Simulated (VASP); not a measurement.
Write the native input for VASP 6.6.1 that does the following.

* Task: electric field gradients
* Functional: PBE
* Potentials or basis: VASP PAW PBE potentials, release 64 (Si, Mo_sv)
* Cutoff: 520 eV
* k mesh: 12 × 12 × 16
* Occupations: fermi-dirac, width 0.03 eV
* Spin: no spin polarisation
* Dipole correction: no
* Further INCAR settings: ALGO = Normal; EDIFF = 1e-08; NBANDS = 18; ISYM = 0

The structure of Si2Mo lies in POSCAR:

```
Si2Mo
1.0
   -1.6210550461      1.6210550461      3.9822230367
    1.6210550461     -1.6210550461      3.9822230367
    1.6210550461      1.6210550461     -3.9822230367
Si Mo
2 1
Direct
    0.3330000000      0.3330000000      0.0000000000
    0.6670000000      0.6670000000      0.0000000000
    0.0000000000      0.0000000000      0.0000000000
```

One way to write it, as run:

INCAR

```
PREC = Accurate
ENCUT = 520
EDIFF = 1E-8
ISMEAR = -1
SIGMA = 0.03
LREAL = F
LASPH = T
NELM = 60
ALGO = Normal
ISIF = 2
LWAVE = F
LCHARG = F
GGA = PE
LEFG = T
ISYM = 0
NBANDS = 18
```

KPOINTS

```
regular mesh
0
Gamma
  12 12 16
```

Potentials or basis: VASP PAW PBE potentials, release 64 (Si, Mo_sv).

Run with:

```console
$ cat potpaw_PBE.64/Si/POTCAR potpaw_PBE.64/Mo_sv/POTCAR > POTCAR
$ mpirun -np 1 vasp_std > vasp.out
```

Results of the run:

| Item | Value |
| --- | --- |
| Pressure | -5.5 GPa |
| Largest force | 0.339 eV/Å |
| Band gap on the k mesh | zero (bands 11 and 12 overlap by 0.98 eV) |
| Largest electric field gradient by atom | Si -10.8; Mo -52.6 V/Å² |

Caveat: the cell stands under tension; without QUAD_EFG the Cq values of the log hold for a quadrupole moment of 1 mb, not for the nuclei.

It took 35 min on 1 thread of Oxide Virtual Turin-like Processor (shared host), peak memory 0.84 GiB.
